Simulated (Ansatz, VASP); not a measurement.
Two plane-wave programs on CuW2

```
Cu W
1.0
     4.50252    0.00000    0.00000
    -2.25126    3.89930    0.00000
     0.00000    0.00000    2.64301
Cu W
1 2
Direct
  0.00000 0.00000 0.00000
  0.33333 0.66667 0.50000
  0.66667 0.33333 0.50000
```

Alike in both runs: functional PBE; k mesh 12 × 12 × 18; occupations gaussian, width 0.1 eV; no spin polarisation.

Ansatz relaxed the structure, and its values are those at the end. VASP's run is a single point on that final structure, the one shown.

|  | VASP | Ansatz |
| --- | --- | --- |
| version | VASP 6.6.1 | Ansatz 0.2.0 |
| potentials or method | VASP PAW PBE potentials, release 64 (Cu, W_sv), cutoff 520 eV | scalar-relativistic, plane waves, PAW |
| valence electrons in the cell | 39 | 47 |

|  | VASP | Ansatz | Ansatz less VASP |
| --- | --- | --- | --- |
| gap on the k mesh at the Fermi level (eV) | none | none | - |
| pressure (GPa) | 0.6 | 0.0 | -0.60 |

A gap of «none» marks a metal or a gap that the smearing closes. With one functional, cell and mesh, what is left measures potentials, basis and numerics. VASP's potentials hold 39 valence electrons a cell and Ansatz's 47, so a difference there can come from the potentials and not from the codes.

Neither program's run includes spin-orbit coupling.
